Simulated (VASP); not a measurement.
**Si8O14F (a cell with a defect): single point with PBE**

Crystal: Si8O14F (a cell with a defect).

```xyz
23
Lattice="-4.1797 -4.1797 0.0000 4.1797 -4.1797 0.0000 0.0000 0.0000 5.3338" Properties=species:S:1:pos:R:3 pbc="T T T"
Si   -0.0031   -4.1828    0.0000
Si    2.0865   -2.0932    1.3237
Si   -0.0192   -4.1989    2.6669
Si    2.0865   -2.0932    4.0101
Si    0.3469    0.3469    0.0000
Si   -2.1538   -2.1538    1.3673
Si   -0.0471   -0.0471    2.6669
Si   -2.1538   -2.1538    3.9665
O     1.2642   -2.9155    0.0000
O     0.8203   -0.7784    1.2975
O    -1.2764   -5.4561    0.0000
O     3.4013   -3.3594    1.2975
O     1.2661   -2.9136    2.6669
O     0.8203   -0.7784    4.0363
O    -1.2798   -5.4595    2.6669
O     3.4013   -3.3594    4.0363
O     0.8148   -5.0274    1.3138
O    -0.8477   -3.3649    1.3138
O    -2.9415   -2.9415    2.6669
O     0.8148   -5.0274    4.0200
O    -1.3044   -1.3044    2.6669
O    -0.8477   -3.3649    4.0200
F    -1.3483   -1.3483    0.0000
```

- Program: VASP 6.6.1
- Task: single point
- Functional: PBE
- Potentials or basis: VASP PAW PBE potentials, release 64 (Si, O, F)
- Cutoff: 520 eV
- k mesh: 2 × 2 × 2
- Occupations: gaussian, width 0.05 eV
- Spin: no spin polarisation

```
Largest force : 0.082 eV/Å
```

Forces on the atoms (eV/Å):
```
Si   0.006  0.006  0.000
Si  -0.007 -0.007  0.000
Si   0.008  0.008  0.000
Si  -0.007 -0.007  0.000
Si   0.000  0.000  0.000
Si  -0.013 -0.013 -0.003
Si  -0.014 -0.014  0.000
Si  -0.013 -0.013  0.003
O   -0.013 -0.013  0.000
O    0.019 -0.004 -0.004
O    0.015  0.015  0.000
O   -0.004  0.019 -0.004
O   -0.010 -0.010  0.000
O    0.019 -0.004  0.004
O    0.006  0.006  0.000
O   -0.004  0.019  0.004
O    0.004 -0.015 -0.004
O   -0.015  0.004 -0.004
O   -0.040 -0.040  0.000
O    0.004 -0.015  0.004
O    0.018  0.018  0.000
O   -0.015  0.004  0.004
F    0.058  0.058  0.000
```

Levels at points of the mesh, in eV from the Fermi level:
```tsv
k point	band 59	band 60	band 61	band 62	band 63	band 64
(0.00, 0.00, 0.00)	-1.31	-1.26	-0.46	4.60	4.77	5.64
(0.50, 0.00, 0.00)	-1.10	-0.92	-0.78	4.37	4.45	6.41
(0.00, 0.50, 0.00)	-1.62	-1.48	-0.22	5.07	5.28	5.68
(0.50, 0.50, 0.00)	-1.49	-1.34	-0.54	4.91	5.07	6.36
(0.00, 0.00, 0.50)	-1.19	-0.96	-0.63	2.96	5.09	7.19
(0.50, 0.00, 0.50)	-1.07	-0.92	-0.67	3.02	5.06	7.59
(0.00, 0.50, 0.50)	-1.35	-1.16	-0.43	3.63	5.60	7.11
(0.50, 0.50, 0.50)	-1.53	-1.50	-0.30	3.53	5.36	7.07
```

It took 2.3 min on 1 thread of AMD EPYC 9R14 (Zen 4), on a shared host, peak memory 0.3 GiB.

Caveat: the k points lie up to 0.59 Å⁻¹ apart; the cell carries a net charge on a neutralising background, which shifts energy and pressure; the cell is charged against a uniform background, so pressure and absolute levels hang on convention.
